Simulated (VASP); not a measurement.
# Zn3C (Pm-3m) in VASP: notebook

Runs on Zn3C. Level: PBE. Tasks: relaxation of cell and atoms, single point.

All numbers are computed with VASP 6.6.1; they aren't measurements. Logs are shortened: lines on timing, memory, paths and dates and some standing lists are left out, and cuts for length are marked.

### Step 1. The cell of the first run

Symmetry: Pm-3m, No. 221, cubic system. The conventional cell has a = 3.706 Å, b = 3.706 Å, c = 3.706 Å, α = 90.00°, β = 90.00°, γ = 90.00°. Zn (site symmetry 4/mmm) has 8 Zn at 2.62 Å and 4 C at 2.62 Å within 3.5 Å. C (site symmetry m-3m) has 12 Zn at 2.62 Å within 3.5 Å.

### Step 2. Relaxation of cell and atoms, PBE

INCAR

```
SYSTEM = Zn3C
PREC = Accurate ; ENCUT = 600
EDIFF = 1E-6 ; ISMEAR = 0
SIGMA = 0.1 ; LREAL = .FALSE.
LASPH = .TRUE. ; NELM = 100
ALGO = Normal ; ISIF = 3
LWAVE = .FALSE. ; LCHARG = .FALSE.
GGA = PE ; IBRION = 2
NSW = 90 ; EDIFFG = -0.04
```

KPOINTS

```
Automatic mesh
0
G
  6 6 6
  0 0 0
```

POSCAR

```
Zn3C
1.0
    3.7063880496      0.0000000000      0.0000000000
    0.0000000000      3.7063880496      0.0000000000
    0.0000000000      0.0000000000      3.7063880496
Zn C
3 1
Direct
    0.0000000000      0.5000000000      0.5000000000
    0.5000000000      0.5000000000      0.0000000000
    0.5000000000      0.0000000000      0.5000000000
    0.0000000000      0.0000000000      0.0000000000
```

Potentials or basis: VASP PAW PBE potentials, release 64 (Zn, C).

The run is started by

```console
> cat potpaw_PBE.64/Zn/POTCAR potpaw_PBE.64/C/POTCAR > POTCAR
> mpirun -np 1 vasp_std > vasp.out
```

OUTCAR:

```text
SYSTEM = Zn3C
   PREC = Accurate
   ENCUT = 600
   EDIFF = 1E-6
   ISMEAR = 0
   LREAL = .FALSE.
   LASPH = .TRUE.
   NELM = 100
   ISIF = 3
   GGA = PE
   IBRION = 2
   NSW = 90
   EDIFFG = -0.04

 ion  position               nearest neighbor table
   1  0.000  0.500  0.500-   2 2.62   3 2.62   2 2.62   3 2.62   2 2.62   3 2.62   2 2.62   3 2.62

   2  0.500  0.500  0.000-   1 2.62   3 2.62   1 2.62   3 2.62   3 2.62   3 2.62   1 2.62   1 2.62

   3  0.500  0.000  0.500-   1 2.62   2 2.62   2 2.62   1 2.62   2 2.62   2 2.62   1 2.62   1 2.62

   4  0.000  0.000  0.000-

  LATTYP: Found a simple cubic cell.
 ALAT       =     3.7063880496

  Lattice vectors:

 A1 = (   3.7063880496,   0.0000000000,   0.0000000000)
 A2 = (   0.0000000000,   3.7063880496,   0.0000000000)
 A3 = (   0.0000000000,   0.0000000000,   3.7063880496)

Analysis of symmetry for initial positions (statically):
=====================================================================
 Subroutine PRICEL returns:
 Original cell was already a primitive cell.

 Routine SETGRP: Setting up the symmetry group for a
 simple cubic supercell.

 Subroutine GETGRP returns: Found 48 space group operations
 (whereof 48 operations were pure point group operations)
 out of a pool of 48 trial point group operations.

The static configuration has the point symmetry O_h .

Analysis of symmetry for dynamics (positions and initial velocities):
=====================================================================
 Subroutine PRICEL returns:
 Original cell was already a primitive cell.

 Routine SETGRP: Setting up the symmetry group for a
 simple cubic supercell.

 Subroutine GETGRP returns: Found 48 space group operations
 (whereof 48 operations were pure point group operations)
 out of a pool of 48 trial point group operations.

The dynamic configuration has the point symmetry O_h .

 Subroutine INISYM returns: Found 48 space group operations
 (whereof 48 operations are pure point group operations),
 and found     1 'primitive' translations

----------------------------------------------------------------------------------------

                                     Primitive cell

  volume of cell :      50.9158

  direct lattice vectors                    reciprocal lattice vectors
     3.706388050  0.000000000  0.000000000     0.269804453  0.000000000  0.000000000
     0.000000000  3.706388050  0.000000000     0.000000000  0.269804453  0.000000000
     0.000000000  0.000000000  3.706388050     0.000000000  0.000000000  0.269804453

  length of vectors
     3.706388050  3.706388050  3.706388050     0.269804453  0.269804453  0.269804453

  position of ions in fractional coordinates (direct lattice)
     0.000000000  0.500000000  0.500000000
     0.500000000  0.500000000  0.000000000
     0.500000000  0.000000000  0.500000000
     0.000000000  0.000000000  0.000000000

  ion indices of the primitive-cell ions
   primitive index   ion index
                 1           1
                 2           2
                 3           3
                 4           4

----------------------------------------------------------------------------------------

 KPOINTS: Automatic mesh

Automatic generation of k-mesh.
 Grid dimensions read from file:
 generate k-points for:    6    6    6

 Generating k-lattice:

  Cartesian coordinates                     Fractional coordinates (reciprocal lattice)
     0.044967409  0.000000000  0.000000000     0.166666667  0.000000000  0.000000000
     0.000000000  0.044967409  0.000000000     0.000000000  0.166666667  0.000000000
     0.000000000  0.000000000  0.044967409     0.000000000  0.000000000  0.166666667

  Length of vectors
     0.044967409  0.044967409  0.044967409

  Shift w.r.t. Gamma in fractional coordinates (k-lattice)
     0.000000000  0.000000000  0.000000000

 Subroutine IBZKPT returns following result:
 ===========================================

 Found     20 irreducible k-points:

 Following reciprocal coordinates:
            Coordinates               Weight
  0.000000  0.000000  0.000000      1.000000
  0.166667  0.000000  0.000000      6.000000
  0.333333  0.000000  0.000000      6.000000
  0.500000  0.000000  0.000000      3.000000
  0.166667  0.166667  0.000000     12.000000
  0.333333  0.166667  0.000000     24.000000
[... 12 lines left out ...]
  0.500000  0.500000  0.333333      6.000000
  0.500000  0.500000  0.500000      1.000000
   k-points           NKPTS =     20   k-points in BZ     NKDIM =     20   number of bands    NBANDS=     24
   number of dos      NEDOS =    301   number of ions     NIONS =      4
   total plane-waves  NPLWV =  27000
   dimension x,y,z NGX =    30 NGY =   30 NGZ =   30
   dimension x,y,z NGXF=    60 NGYF=   60 NGZF=   60
   ions per type =               3   1
   NGX,Y,Z   is equivalent  to a cutoff of  13.46, 13.46, 13.46 a.u.
   NGXF,Y,Z  is equivalent  to a cutoff of  26.91, 26.91, 26.91 a.u.
 SYSTEM =  Zn3C
   PREC   = accura    normal or accurate (medium, high low for compatibility)
   ISTART =      0    job   : 0-new  1-cont  2-samecut
   ICHARG =      2    charge: 1-file 2-atom 10-const
   ISPIN  =      1    spin polarized calculation?
   LNONCOLLINEAR =      F non collinear calculations
   LSORBIT =      F    spin-orbit coupling
   LASPH  =      T    aspherical Exc in radial PAW
   ENCUT  =  600.0 eV  44.10 Ry    6.64 a.u.   7.40  7.40  7.40*2*pi/ulx,y,z
   NELM   =    100;   NELMIN=  2; NELMDL= -5     # of ELM steps
   EDIFF  = 0.1E-05   stopping-criterion for ELM
   LREAL  =      F    real-space projection
   EDIFFG = -.4E-01   stopping-criterion for IOM
   NSW    =     90    number of steps for IOM
   IBRION =      2    ionic relax: 0-MD 1-quasi-New 2-CG
   NFREE  =      1    steps in history (QN), initial steepest desc. (CG)
   ISIF   =      3    stress and relaxation
   ISYM   =      2    0-nonsym 1-usesym 2-fastsym
   POTIM  = 0.5000    time-step for ionic-motion
   TEBEG  =    0.0;   TEEND  =   0.0 temperature during run
   PSTRESS=    0.0 pullay stress
   NELECT =      40.0000    total number of electrons
   NUPDOWN=      -1.0000    fix difference up-down
   EMIN   =  10.00;   EMAX   =-10.00  energy-range for DOS
   EFERMI =   0.00;   METHOD = LEGACY
   ISMEAR =     0;   SIGMA  =   0.10  broadening in eV -4-tet -1-fermi 0-gaus
   EFERMI_NEDOS =   21; number of points for ismear=-14 and -15
   IALGO  =     38    algorithm
   IMIX   =      4    mixing-type and parameters
     AMIX     =   0.40;   BMIX     =  1.00
     AMIX_MAG =   1.60;   BMIX_MAG =  1.00
  volume/ion in A,a.u.               =      12.73        85.90
  Fermi-wavevector in a.u.,A,eV,Ry     =   1.510581  2.854584 31.046511  2.281854
  Thomas-Fermi vector in A             =   2.620752
   LORBIT       =      0    0 simple, 1 ext, 2 COOP (PROOUT), +10 PAW based schemes
   GGA     = PE    functional components
   LHFCALC =     F    Hartree Fock is set to
   AEXX    =    0.0000 exact exchange contribution
   IVDW    =     0    specifies the selected vdW correction
   LEPSILON=     F    determine dielectric tensor
   LRPA    =     F    only Hartree local field effects (RPA)
 conjugate gradient relaxation of ions
 non-spin polarized calculation
 Gauss-broadening in eV      SIGMA  =   0.10
  energy-cutoff  :      600.00
  volume of cell :       50.92
 maximum number of plane-waves:      1743
 NGX is ok and might be reduce to    30
   NGX = 15   NGY = 15   NGZ = 15

 number of electron      40.0000005 magnetization

 Free energy of the ion-electron system (eV)
  ---------------------------------------------------
  ext. energy  EPLUGINS =         0.00000000
  ---------------------------------------------------
  free energy    TOTEN  =        -8.33572910 eV

  energy without entropy =       -8.32640274  energy(sigma->0) =       -8.33106592

 E-fermi :   3.8714     XC(G=0): -11.9209

 val. band max:        3.8031442013   @ k =   0.5000   0.5000   0.3333
 cond. band min:       3.8806286790   @ k =   0.3333   0.1667   0.1667
 fundamental gap:      0.0774844777
 Fermi energy:         3.8714294487

 k-point     1 :       0.0000    0.0000    0.0000
  band No.  band energies     occupation
      1      -8.6752      2.00000
      2      -5.3114      2.00000
      3      -4.5722      2.00000
      4      -4.5722      2.00000
      5      -4.5722      2.00000
      6      -4.3219      2.00000
[... 16 lines left out ...]
     23       8.2472      0.00000
     24       8.2472      0.00000

 k-point     2 :       0.1667    0.0000    0.0000
  band No.  band energies     occupation
      1      -8.4190      2.00000
      2      -5.2271      2.00000
      3      -4.5484      2.00000
      4      -4.5138      2.00000
      5      -4.5138      2.00000
      6      -4.3367      2.00000
[... 16 lines left out ...]
     23       7.9882      0.00000
     24       7.9882      0.00000

 k-point     3 :       0.3333    0.0000    0.0000
  band No.  band energies     occupation
      1      -7.7243      2.00000
      2      -5.1083      2.00000
      3      -4.4969      2.00000
      4      -4.4636      2.00000
      5      -4.3478      2.00000
      6      -4.3478      2.00000
[... 16 lines left out ...]
     23       7.0889      0.00000
     24       7.4121      0.00000
[... 406 lines left out ...]
 k-point    19 :       0.5000    0.5000    0.3333
  band No.  band energies     occupation
      1      -6.4703      2.00000
      2      -4.6482      2.00000
      3      -4.6482      2.00000
      4      -4.6335      2.00000
      5      -4.0051      2.00000
      6      -4.0051      2.00000
[... 16 lines left out ...]
     23       4.2267      0.00000
     24       9.9068      0.00000

 k-point    20 :       0.5000    0.5000    0.5000
  band No.  band energies     occupation
      1      -6.4923      2.00000
      2      -4.6996      2.00000
      3      -4.6996      2.00000
      4      -4.6996      2.00000
      5      -4.0028      2.00000
      6      -4.0028      2.00000
[... 16 lines left out ...]
     23       2.8541      2.00000
     24      10.8683      0.00000

------------------------ aborting loop because EDIFF is reached ----------------------------------------

  FORCE on cell =-STRESS in cart. coord.  units (eV):
  Direction    XX          YY          ZZ          XY          YZ          ZX
  --------------------------------------------------------------------------------------
  -------------------------------------------------------------------------------------
  Total        0.1433076      0.1433076      0.1433076      0.0000000      0.0000000     -0.0000000
  in kB        4.5094858      4.5094858      4.5094858      0.0000000      0.0000000     -0.0000000
  external PRESSURE =       4.5094858 kB  Pullay stress =       0.0000000 kB

 VOLUME and BASIS-vectors are now :
 -----------------------------------------------------------------------------
  energy-cutoff  :      600.00
  volume of cell :       50.92
      direct lattice vectors                 reciprocal lattice vectors
     3.706388050  0.000000000  0.000000000     0.269804453  0.000000000  0.000000000
     0.000000000  3.706388050  0.000000000     0.000000000  0.269804453  0.000000000
     0.000000000  0.000000000  3.706388050     0.000000000  0.000000000  0.269804453

 POSITION                                       TOTAL-FORCE (eV/Angst)
 -----------------------------------------------------------------------------------
      0.00000      1.85319      1.85319         0.000000      0.000000      0.000000
      1.85319      1.85319      0.00000         0.000000      0.000000      0.000000
      1.85319      0.00000      1.85319         0.000000      0.000000      0.000000
      0.00000      0.00000      0.00000         0.000000      0.000000      0.000000
 -----------------------------------------------------------------------------------
    total drift:                                0.000000      0.000000     -0.000000

  FREE ENERGIE OF THE ION-ELECTRON SYSTEM (eV)
  ---------------------------------------------------
  free  energy   TOTEN  =        -8.3357290986 eV

  energy  without entropy=       -8.3264027414  energy(sigma->0) =       -8.33106592

 reached required accuracy - stopping structural energy minimisation
```

Run time: 28 s. Hardware: 1 thread of Intel Xeon Platinum 8259CL at 2.50GHz (Skylake/Cascade Lake), shared host; peak memory 0.18 GiB.

Results:

- Free energy: -8.3357 eV
- Pressure after relaxing: 0.5 GPa
- Band gap on the k mesh: zero (band 20 reaches 4.29 eV, above the bottom of band 21 at 2.85 eV)

Final structure:
```xyz
4
Lattice="3.7064 0.0000 0.0000 0.0000 3.7064 0.0000 0.0000 0.0000 3.7064" Properties=species:S:1:pos:R:3 pbc="T T T"
Zn    0.0000    1.8532    1.8532
Zn    1.8532    1.8532    0.0000
Zn    1.8532    0.0000    1.8532
C     0.0000    0.0000    0.0000
```

Caveat: the relaxation stopped at its first step, so nothing moved.

### Step 3. Single point, PBE

This run uses another cell than the first one, of 12.70 Å³/atom, 0.998 times its volume.

INCAR

```
SYSTEM = Zn3C
PREC = Accurate ; ENCUT = 520
EDIFF = 1E-6 ; ISMEAR = 0
SIGMA = 0.1 ; LREAL = .False.
LASPH = .True. ; NELM = 80
ALGO = Normal ; ISIF = 2
LWAVE = .False. ; LCHARG = .False.
GGA = PE ; NBANDS = 28
```

KPOINTS

```
Automatic mesh
0
Gamma
  12 12 12
  0 0 0
```

POSCAR

```
Zn3C
1.0
    3.7035776527      0.0000000000      0.0000000000
    0.0000000000      3.7035776527      0.0000000000
    0.0000000000      0.0000000000      3.7035776527
Zn C
3 1
Direct
    0.0000000000      0.5000000000      0.5000000000
    0.5000000000      0.5000000000      0.0000000000
    0.5000000000      0.0000000000      0.5000000000
    0.0000000000      0.0000000000      0.0000000000
```

Potentials or basis: VASP PAW PBE potentials, release 64 (Zn, C).

The run is started by

```console
> cat potpaw_PBE.64/Zn/POTCAR potpaw_PBE.64/C/POTCAR > POTCAR
> mpirun -np 1 vasp_std > vasp.out
```

Run time: 76 s. Hardware: 1 thread of Intel Xeon Platinum 8259CL at 2.50GHz (Skylake/Cascade Lake), shared host; peak memory 0.22 GiB.

The run converged. Its results:

```
Free energy            : -8.3858 eV
Pressure               : 0.6 GPa
Band gap on the k mesh : zero (band 20 reaches 4.66 eV, above the bottom of band 21 at 2.88 eV)
```

Levels at points of the mesh, in eV from the Fermi level:
```csv
k point,band 16,band 17,band 18,band 19,band 20,band 21,band 22,band 23,band 24,band 25
"(0.00, 0.00, 0.00)",-6.95,-3.76,-2.63,-2.63,-2.63,2.61,2.61,4.34,4.34,4.34
"(0.50, 0.00, 0.00)",-7.23,-6.95,-1.67,-0.78,-0.78,1.38,2.48,2.48,4.61,4.86
"(0.50, 0.50, 0.00)",-7.02,-5.47,-5.06,-5.06,0.09,2.08,3.44,3.44,5.82,5.82
"(0.50, 0.50, 0.50)",-6.35,-4.34,-4.34,-4.34,-3.60,-1.05,-1.05,-1.05,6.96,6.96
```
